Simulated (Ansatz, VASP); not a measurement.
# ScHg in VASP and in Ansatz

```
Sc Hg
1.0
     3.48000    0.00000    0.00000
     0.00000    3.48000    0.00000
     0.00000    0.00000    3.48000
Sc Hg
1 1
Direct
  0.50000 0.50000 0.50000
  0.00000 0.00000 0.00000
```

Alike in both runs: task single point; functional PBEsol; k mesh 9 × 9 × 9; occupations fermi-dirac, width 0.05 eV; no spin polarisation.

|  | VASP | Ansatz |
| --- | --- | --- |
| version | VASP 6.6.1 | Ansatz 0.2.0 |
| potentials or method | VASP PAW PBE potentials, release 64 (Sc_sv, Hg), cutoff 520 eV | all-electron LAPW, scalar-relativistic |

```csv
,VASP,Ansatz,Ansatz less VASP
pressure (GPa),-0.7,-0.9,-0.16
```

VASP's potentials were made for PBE, not for PBEsol. Ansatz ran all-electron here, and VASP with PAW potentials.

Neither program's run includes spin-orbit coupling.
